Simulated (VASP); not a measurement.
# Mg2Ge3N (P6/mmm) in VASP: relaxation of cell and atoms with PBE

Aim: the relaxation of cell and atoms of Mg2Ge3N with PBE.

All numbers are computed with VASP 6.6.1; they aren't measurements. Logs are shortened: lines on timing, memory, paths and dates and some standing lists are left out, and cuts for length are marked.

## Step 1: The cell of the first run

The structure is hexagonal, space group P6/mmm (No. 191). Conventional cell: a = 5.098 Å, b = 5.098 Å, c = 5.208 Å, α = 90.00°, β = 90.00°, γ = 120.00°. Within 3.9 Å of Mg (site symmetry -6m2) lie 3 Mg at 2.94 Å and 3 N at 2.94 Å and 6 Ge at 2.99 Å. Within 3.4 Å of Ge (site symmetry mmm) lie 4 Ge at 2.55 Å and 4 Mg at 2.99 Å. Within 3.9 Å of N (site symmetry 6/mmm) lie 6 Mg at 2.94 Å and 12 Ge at 3.64 Å.

The cell was generated, and may not be a known phase.

## Step 2: Relaxation of cell and atoms, PBE

Input file INCAR:

```
SYSTEM = Mg2Ge3N
  ALGO = Normal
  EDIFF = 1E-6
  EDIFFG = -0.01
  ENCUT = 600
  GGA = PE
  IBRION = 2
  ISIF = 3
  ISMEAR = 0
  LASPH = .TRUE.
  LCHARG = .FALSE.
  LREAL = .FALSE.
  LWAVE = .FALSE.
  NELM = 60
  NSW = 100
  PREC = Accurate
  SIGMA = 0.1
```

Input file KPOINTS:

```
k-points
0
G
  12 12 8
  0 0 0
```

Input file POSCAR:

```
Mg2Ge3N
1.0
    5.0978377113      0.0000000000      0.0000000000
   -2.5489188556      4.4148569623      0.0000000000
    0.0000000000      0.0000000000      5.2080834293
Mg Ge N
2 3 1
Direct
    0.3333333333      0.6666666667      0.0000000000
    0.6666666667      0.3333333333      0.0000000000
    0.5000000000      0.0000000000      0.5000000000
    0.0000000000      0.5000000000      0.5000000000
    0.5000000000      0.5000000000      0.5000000000
    0.0000000000      0.0000000000      0.0000000000
```

Potentials or basis: VASP PAW PBE potentials, release 64 (Mg, Ge_d, N).

The run is started by

```
cat potpaw_PBE.64/Mg/POTCAR potpaw_PBE.64/Ge_d/POTCAR potpaw_PBE.64/N/POTCAR > POTCAR
mpirun -np 1 vasp_std > vasp.out
```

OUTCAR:

```text
SYSTEM = Mg2Ge3N
   EDIFF = 1E-6
   EDIFFG = -0.01
   ENCUT = 600
   GGA = PE
   IBRION = 2
   ISIF = 3
   ISMEAR = 0
   LASPH = .TRUE.
   LREAL = .FALSE.
   NELM = 60
   NSW = 100
   PREC = Accurate

 ion  position               nearest neighbor table
   1  0.333  0.667  0.000-   2 2.94   2 2.94   2 2.94   3 2.99   3 2.99   4 2.99   4 2.99   5 2.99
                             5 2.99
   2  0.667  0.333  0.000-   1 2.94   1 2.94   1 2.94   3 2.99   3 2.99   4 2.99   4 2.99   5 2.99
                             5 2.99
   3  0.500  0.000  0.500-   5 2.55   5 2.55   4 2.55   4 2.55   1 2.99   2 2.99   1 2.99   2 2.99

   4  0.000  0.500  0.500-   3 2.55   3 2.55   5 2.55   5 2.55   1 2.99   2 2.99   1 2.99   2 2.99

   5  0.500  0.500  0.500-   3 2.55   3 2.55   4 2.55   4 2.55   1 2.99   2 2.99   1 2.99   2 2.99

   6  0.000  0.000  0.000-

  LATTYP: Found a hexagonal cell.
 ALAT       =     5.0978377113
 C/A-ratio  =     1.0216259764

  Lattice vectors:

 A1 = (   5.0978377113,   0.0000000000,   0.0000000000)
 A2 = (  -2.5489188556,   4.4148569623,   0.0000000000)
 A3 = (   0.0000000000,   0.0000000000,   5.2080834293)

Analysis of symmetry for initial positions (statically):
=====================================================================
 Subroutine PRICEL returns:
 Original cell was already a primitive cell.

 Routine SETGRP: Setting up the symmetry group for a
 hexagonal supercell.

 Subroutine GETGRP returns: Found 24 space group operations
 (whereof 24 operations were pure point group operations)
 out of a pool of 24 trial point group operations.

The static configuration has the point symmetry D_6h.

Analysis of symmetry for dynamics (positions and initial velocities):
=====================================================================
 Subroutine PRICEL returns:
 Original cell was already a primitive cell.

 Routine SETGRP: Setting up the symmetry group for a
 hexagonal supercell.

 Subroutine GETGRP returns: Found 24 space group operations
 (whereof 24 operations were pure point group operations)
 out of a pool of 24 trial point group operations.

The dynamic configuration has the point symmetry D_6h.

 Subroutine INISYM returns: Found 24 space group operations
 (whereof 24 operations are pure point group operations),
 and found     1 'primitive' translations

----------------------------------------------------------------------------------------

                                     Primitive cell

  volume of cell :     117.2143

  direct lattice vectors                    reciprocal lattice vectors
     5.097837711  0.000000000  0.000000000     0.196161600  0.113253952  0.000000000
    -2.548918856  4.414856962  0.000000000     0.000000000  0.226507905  0.000000000
     0.000000000  0.000000000  5.208083429     0.000000000  0.000000000  0.192009213

  length of vectors
     5.097837711  5.097837711  5.208083429     0.226507905  0.226507905  0.192009213

  position of ions in fractional coordinates (direct lattice)
     0.333333333  0.666666667  0.000000000
     0.666666667  0.333333333  0.000000000
     0.500000000  0.000000000  0.500000000
     0.000000000  0.500000000  0.500000000
     0.500000000  0.500000000  0.500000000
     0.000000000  0.000000000  0.000000000

  ion indices of the primitive-cell ions
   primitive index   ion index
                 1           1
                 2           2
                 3           3
                 4           4
                 5           5
                 6           6

----------------------------------------------------------------------------------------

 KPOINTS: k-points

Automatic generation of k-mesh.
 Grid dimensions read from file:
 generate k-points for:   12   12    8

 Generating k-lattice:

  Cartesian coordinates                     Fractional coordinates (reciprocal lattice)
     0.016346800  0.009437829  0.000000000     0.083333333  0.000000000  0.000000000
     0.000000000  0.018875659  0.000000000     0.000000000  0.083333333  0.000000000
     0.000000000  0.000000000  0.024001152     0.000000000  0.000000000  0.125000000

  Length of vectors
     0.018875659  0.018875659  0.024001152

  Shift w.r.t. Gamma in fractional coordinates (k-lattice)
     0.000000000  0.000000000  0.000000000

 Subroutine IBZKPT returns following result:
 ===========================================

 Found     95 irreducible k-points:

 Following reciprocal coordinates:
            Coordinates               Weight
  0.000000  0.000000  0.000000      1.000000
  0.083333  0.000000  0.000000      6.000000
  0.166667 -0.000000  0.000000      6.000000
  0.250000  0.000000  0.000000      6.000000
  0.333333  0.000000  0.000000      6.000000
  0.416667 -0.000000  0.000000      6.000000
[... 16 lines left out ...]
  0.250000  0.000000  0.125000     12.000000
  0.333333  0.000000  0.125000     12.000000
 [... further k-points ...]
   k-points           NKPTS =     95   k-points in BZ     NKDIM =     95   number of bands    NBANDS=     30
   number of dos      NEDOS =    301   number of ions     NIONS =      6
   total plane-waves  NPLWV =  74088
   dimension x,y,z NGX =    42 NGY =   42 NGZ =   42
   dimension x,y,z NGXF=    84 NGYF=   84 NGZF=   84
   ions per type =               2   3   1
   NGX,Y,Z   is equivalent  to a cutoff of  13.70, 13.70, 13.41 a.u.
   NGXF,Y,Z  is equivalent  to a cutoff of  27.39, 27.39, 26.81 a.u.
 SYSTEM =  Mg2Ge3N
   PREC   = accura    normal or accurate (medium, high low for compatibility)
   ISTART =      0    job   : 0-new  1-cont  2-samecut
   ICHARG =      2    charge: 1-file 2-atom 10-const
   ISPIN  =      1    spin polarized calculation?
   LNONCOLLINEAR =      F non collinear calculations
   LSORBIT =      F    spin-orbit coupling
   LASPH  =      T    aspherical Exc in radial PAW
   ENCUT  =  600.0 eV  44.10 Ry    6.64 a.u.  10.18 10.18 10.40*2*pi/ulx,y,z
   NELM   =     60;   NELMIN=  2; NELMDL= -5     # of ELM steps
   EDIFF  = 0.1E-05   stopping-criterion for ELM
   LREAL  =      F    real-space projection
   EDIFFG = -.1E-01   stopping-criterion for IOM
   NSW    =    100    number of steps for IOM
   IBRION =      2    ionic relax: 0-MD 1-quasi-New 2-CG
   NFREE  =      1    steps in history (QN), initial steepest desc. (CG)
   ISIF   =      3    stress and relaxation
   ISYM   =      2    0-nonsym 1-usesym 2-fastsym
   POTIM  = 0.5000    time-step for ionic-motion
   TEBEG  =    0.0;   TEEND  =   0.0 temperature during run
   PSTRESS=    0.0 pullay stress
   NELECT =      51.0000    total number of electrons
   NUPDOWN=      -1.0000    fix difference up-down
   EMIN   =  10.00;   EMAX   =-10.00  energy-range for DOS
   EFERMI =   0.00;   METHOD = LEGACY
   ISMEAR =     0;   SIGMA  =   0.10  broadening in eV -4-tet -1-fermi 0-gaus
   EFERMI_NEDOS =   21; number of points for ismear=-14 and -15
   IALGO  =     38    algorithm
   IMIX   =      4    mixing-type and parameters
     AMIX     =   0.40;   BMIX     =  1.00
     AMIX_MAG =   1.60;   BMIX_MAG =  1.00
  volume/ion in A,a.u.               =      19.54       131.83
  Fermi-wavevector in a.u.,A,eV,Ry     =   1.240523  2.344248 20.937957  1.538896
  Thomas-Fermi vector in A             =   2.374960
   LORBIT       =      0    0 simple, 1 ext, 2 COOP (PROOUT), +10 PAW based schemes
   GGA     = PE    functional components
   LHFCALC =     F    Hartree Fock is set to
   AEXX    =    0.0000 exact exchange contribution
   IVDW    =     0    specifies the selected vdW correction
   LEPSILON=     F    determine dielectric tensor
   LRPA    =     F    only Hartree local field effects (RPA)
 conjugate gradient relaxation of ions
 non-spin polarized calculation
 Gauss-broadening in eV      SIGMA  =   0.10
  energy-cutoff  :      600.00
  volume of cell :      117.21
 maximum number of plane-waves:      3939
 NGX is ok and might be reduce to    42
   NGX = 21   NGY = 21   NGZ = 21

--------------------------------------- Ionic step        1  -------------------------------------------

 number of electron      50.9999967 magnetization

 Free energy of the ion-electron system (eV)
  ---------------------------------------------------
  ext. energy  EPLUGINS =         0.00000000
  ---------------------------------------------------
  free energy    TOTEN  =       -19.77099339 eV

  energy without entropy =      -19.74706873  energy(sigma->0) =      -19.75903106

------------------------ aborting loop because EDIFF is reached ----------------------------------------

  FORCE on cell =-STRESS in cart. coord.  units (eV):
  Direction    XX          YY          ZZ          XY          YZ          ZX
  --------------------------------------------------------------------------------------
  -------------------------------------------------------------------------------------
  Total       -0.4147158     -0.4147158      0.0699290     -0.0000000      0.0000000      0.0000000
  in kB       -5.6686628     -5.6686628      0.9558444     -0.0000000      0.0000000      0.0000000
  external PRESSURE =      -3.4604937 kB  Pullay stress =       0.0000000 kB
[... 305 lines left out ...]
  energy  without entropy=      -19.7512493850  energy(sigma->0) =      -19.76273643

--------------------------------------- Ionic step        9  -------------------------------------------

 number of electron      50.9999969 magnetization

 Free energy of the ion-electron system (eV)
  ---------------------------------------------------
  ext. energy  EPLUGINS =         0.00000000
  ---------------------------------------------------
  free energy    TOTEN  =       -19.77453446 eV

  energy without entropy =      -19.75200948  energy(sigma->0) =      -19.76327197

 E-fermi :   3.8741     XC(G=0):  -9.7719

 val. band max:        3.8736693268   @ k =   0.0000   0.0000   0.5000
 cond. band min:       3.8744266398   @ k =   0.5000   0.0000   0.5000
 fundamental gap:      0.0007573130
 Fermi energy:         3.8741007505

 k-point     1 :       0.0000    0.0000    0.0000
  band No.  band energies     occupation
      1     -20.9960      2.00000
      2     -20.9223      2.00000
      3     -20.9223      2.00000
      4     -20.8347      2.00000
      5     -20.7553      2.00000
      6     -20.7398      2.00000
[... 781 lines left out ...]
     29       5.2062      0.00000
     30       6.2606      0.00000

 [... further k-points ...]

------------------------ aborting loop because EDIFF is reached ----------------------------------------

  FORCE on cell =-STRESS in cart. coord.  units (eV):
  Direction    XX          YY          ZZ          XY          YZ          ZX
  --------------------------------------------------------------------------------------
  -------------------------------------------------------------------------------------
  Total        0.0158616      0.0158616     -0.0267592      0.0000000     -0.0000000      0.0000000
  in kB        0.2174779      0.2174779     -0.3668947      0.0000000     -0.0000000      0.0000000
  external PRESSURE =       0.0226870 kB  Pullay stress =       0.0000000 kB
[... 21 lines left out ...]
  FREE ENERGIE OF THE ION-ELECTRON SYSTEM (eV)
  ---------------------------------------------------
  free  energy   TOTEN  =       -19.7745344600 eV

  energy  without entropy=      -19.7520094842  energy(sigma->0) =      -19.76327197

 reached required accuracy - stopping structural energy minimisation
```

Wall time 63 min (1 thread of Intel Xeon 8259CL, shared host); peak memory 0.55 GiB.

What came out:

```yaml
Free_energy: -19.7745 eV
Relaxed_volume: 19.48 Å³/atom
Relaxed_cell: a = 5.056 Å, b = 5.056 Å, c = 5.279 Å, α = 90.00°, β = 90.00°, γ = 120.00°
Space_group_after_relaxing_to_0.1_Å: P6/mmm (No. 191)
Energy_gained_by_relaxing: 0.6 meV/atom
Ionic_steps: 9
Pressure_after_relaxing: 0.0 GPa
Band_gap_on_the_k_mesh: zero (an odd number of electrons rules out a gap without spin polarisation)
```

The path:
```tsv
step	energy change (eV)	largest force (eV/Å)	pressure (GPa)	volume (Å³)
1	0.0000	0.0000	-0.35	117.21
2	-0.0018	0.0000	-0.05	116.50
3	-0.0018	0.0000	0.22	116.04
4	-0.0019	0.0000	0.23	116.15
5	-0.0019	0.0000	0.14	116.32
6	-0.0019	0.0000	0.19	116.27
7	-0.0027	0.0000	0.04	116.41
8	-0.0032	0.0000	0.02	116.56
9	-0.0035	0.0000	0.00	116.85
```

Final structure:
```xyz
6
Lattice="5.0559 0.0000 0.0000 -2.5280 4.3785 0.0000 0.0000 0.0000 5.2785" Properties=species:S:1:pos:R:3 pbc="T T T"
Mg    0.0000    2.9190    0.0000
Mg    2.5280    1.4595    5.2785
Ge    0.0000    4.3785    2.6393
Ge    3.7919    2.1893    2.6393
Ge    1.2640    2.1893    2.6393
N     5.0559    0.0000    0.0000
```

Caveat: an odd number of electrons without spin polarisation forces a metal; a magnetic or distorted state may lie lower.
